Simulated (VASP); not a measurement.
# Ti6C: relaxation of the atoms with PBE

System: Ti6C, a slab with vacuum.

```
Ti C
1.0
     2.83197    0.00000    0.00000
     0.00000    4.57935    0.00000
     0.00000    0.00000   22.05069
Ti C
6 1
Cartesian
  1.4160 0.0000 4.0000
  0.0000 2.2897 5.3219
  1.4160 0.0000 6.6439
  1.4160 2.2897 7.9952
  0.0000 0.0000 9.2793
  1.4160 2.2897 10.5507
  1.4160 2.2897 12.9107
```

| Property | Result |
| --- | --- |
| Program | VASP 6.6.1 |
| Task | relaxation of the atoms |
| Functional | PBE |
| Potentials or basis | VASP PAW PBE potentials, release 64 (Ti_sv, C) |
| Cutoff | 520 eV |
| k mesh | 9 × 6 × 1 |
| Occupations | gaussian, width 0.1 eV |
| Spin | no spin polarisation |
| Dipole correction | yes |
| Atoms held fixed (from 0) | [0, 1, 2, 3, 4, 5] |
| Further INCAR settings | ALGO = Normal; EDIFF = 1e-07; NELMDL = -8; IBRION = 2; EDIFFG = -0.025; NSW = 36 |
| Atoms held along some axes (from 0) | atom 6 along a and b |

```
Energy gained by relaxing : 100.6 meV/atom
Ionic steps               : 7
Band gap on the k mesh    : zero (bands 38 and 39 overlap by 0.34 eV)
```

The path:
```tsv
step	energy change (eV)	largest force on free atoms (eV/Å)	pressure (GPa)
1	0.0000	2.1921	-2.98
2	-0.2276	2.0895	-2.81
3	-0.6970	0.4076	-1.72
4	-0.6930	0.5647	-1.26
5	-0.7043	0.0392	-1.54
6	-0.7042	0.0749	-1.49
7	-0.7044	0.0001	-1.52
```

Final structure:
```yaml
crystal:
  lattice:
    - [2.83197, 0.00000, 0.00000]
    - [0.00000, 4.57935, 0.00000]
    - [0.00000, 0.00000, 22.05069]
  atoms:
    - { symbol: Ti, position: [0.50000, 0.00000, 0.18140] }
    - { symbol: Ti, position: [0.00000, 0.50000, 0.24135] }
    - { symbol: Ti, position: [0.50000, 0.00000, 0.30130] }
    - { symbol: Ti, position: [0.50000, 0.50000, 0.36258] }
    - { symbol: Ti, position: [0.00000, 0.00000, 0.42082] }
    - { symbol: Ti, position: [0.50000, 0.50000, 0.47847] }
    - { symbol: C, position: [0.50000, 0.50000, 0.56472] }
```

Levels at points of the mesh, in eV from the Fermi level:
| k point | band 34 | band 35 | band 36 | band 37 | band 38 | band 39 | band 40 | band 41 | band 42 | band 43 |
| --- | --- | --- | --- | --- | --- | --- | --- | --- | --- | --- |
| (0.00, 0.00, 0.00) | -0.66 | -0.63 | -0.31 | -0.29 | 0.01 | 0.23 | 0.26 | 0.31 | 0.49 | 0.82 |
| (0.00, 0.50, 0.00) | -0.59 | -0.47 | -0.29 | -0.26 | 0.20 | 0.20 | 0.30 | 0.34 | 0.53 | 0.86 |

Run time: 13 min on 4 MPI ranks on AMD EPYC 7R13 Processor (Zen 3), with other jobs on the host, peak memory 0.51 GiB a rank.
